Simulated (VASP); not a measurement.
Input of a VASP 6.6.1 run:

File POSCAR:

```
SnO2
1.0
    4.7605761345      0.0000000000      0.0000000000
    0.0000000000      4.7605761345      0.0000000000
    0.0000000000      0.0000000000      3.2000777189
Sn O
2 4
Direct
    0.0000000000      0.0000000000      0.0000000000
    0.5000000000      0.5000000000      0.5000000000
    0.3058781044      0.3058781044      0.0000000000
    0.1941218956      0.8058781044      0.5000000000
    0.8058781044      0.1941218956      0.5000000000
    0.6941218956      0.6941218956      0.0000000000
```

The input INCAR.step1:

```
PREC     = Accurate       # precision mode
ENCUT    = 520            # plane-wave cutoff, eV
ISMEAR   = -1             # smearing method
SIGMA    = 0.02           # smearing width, eV
LREAL    = F              # projectors in reciprocal space
LASPH    = T              # aspherical terms in the spheres
NELM     = 100            # most SCF steps
NBANDS   = 35             # bands
GGA      = PE             # functional
ALGO     = Normal         # electronic algorithm
EDIFF    = 1E-4           # SCF threshold, eV
LWAVE    = T              # write WAVECAR
LCHARG   = F              # write CHGCAR
```

INCAR.step2

```
PREC     = Accurate       # precision mode
ENCUT    = 520            # plane-wave cutoff, eV
EDIFF    = 1E-6           # SCF threshold, eV
ISMEAR   = -1             # smearing method
SIGMA    = 0.02           # smearing width, eV
LREAL    = F              # projectors in reciprocal space
LASPH    = T              # aspherical terms in the spheres
NELM     = 100            # most SCF steps
ALGO     = Normal         # electronic algorithm
ISIF     = 2              # what is computed and relaxed
LWAVE    = F              # write WAVECAR
LCHARG   = T              # write CHGCAR
METAGGA  = R2SCAN         # meta-GGA
LMIXTAU  = T            
LELF     = T              # ELF
LVHAR    = T            
NBANDS   = 35             # bands
ISTART   = 1
```

Contents of KPOINTS:

```
regular mesh
0
Gamma
  6 6 8
```

Potentials or basis: VASP PAW PBE potentials, release 64 (Sn_d, O).

Launch:

```bash
$ cat potpaw_PBE.64/Sn_d/POTCAR potpaw_PBE.64/O/POTCAR > POTCAR
$ cp INCAR.step1 INCAR
$ mpirun -np 1 vasp_std > vasp.out
$ cp INCAR.step2 INCAR
$ mpirun -np 1 vasp_std > vasp.out
```

(1) Estimate the pressure.

(2) Predict the band gap on the k mesh.

(3) Estimate the largest force.

Answers

(1) 1.1 GPa.

(2) 1.79 eV.

(3) 0.024 eV/Å.

Caveat: the structure was generated, so it needn't be the stable form of SnO2; the PAW data sets were made with another functional, which shifts forces and pressure a little; spin-orbit coupling is left out, which moves the levels of the heavy elements.
